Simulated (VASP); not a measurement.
The system is S.

```
S
1.0
     4.28182    0.00000    0.00000
    -2.14091    3.70816    0.00000
     0.00000    0.00000    4.41601
S
3
Direct
  0.19802 0.00000 0.33333
  0.00000 0.19802 0.66667
  0.80198 0.80198 0.00000
```

```yaml
Program: VASP 6.6.1
Task: relaxation of cell and atoms
Functional: PBEsol
Potentials_or_basis: VASP PAW PBE potentials, release 64 (S)
Cutoff: 600 eV
k_mesh: 6 × 6 × 6
Occupations: gaussian, width 0.02 eV
Spin: no spin polarisation
```

At the start: pressure -0.1 GPa; volume 23.37 Å³/atom.

Q: How do energy, volume and symmetry change on relaxing?

A: Over 10 steps the energy falls by 2.4 meV/atom and the volume is 24.84 Å³/atom (+6.3 %); space group P3_121 (No. 152, to 0.05 Å).

The path:
```csv
step,energy change (eV),largest force (eV/Å),pressure (GPa),volume (Å³)
1,0.0000,0.1060,-0.11,70.12
2,-0.0006,0.0530,0.57,69.96
3,-0.0008,0.0009,0.35,70.01
4,-0.0020,0.0006,0.32,70.41
5,-0.0047,0.0025,0.25,71.63
6,-0.0068,0.0038,0.20,74.10
7,-0.0050,0.1586,-0.70,75.27
8,-0.0071,0.0403,-0.04,74.41
9,-0.0070,0.0452,0.07,74.63
10,-0.0072,0.0027,0.00,74.51
```

Final structure:
```
S
1.0
     4.42747    0.00000    0.00000
    -2.21374    3.83430    0.00000
     0.00000    0.00000    4.38901
S
3
Direct
  0.19080 0.00000 0.33333
  0.00000 0.19080 0.66667
  0.80920 0.80920 0.00000
```

Caveat: the PAW data sets were made with another functional, which shifts forces and pressure a little.
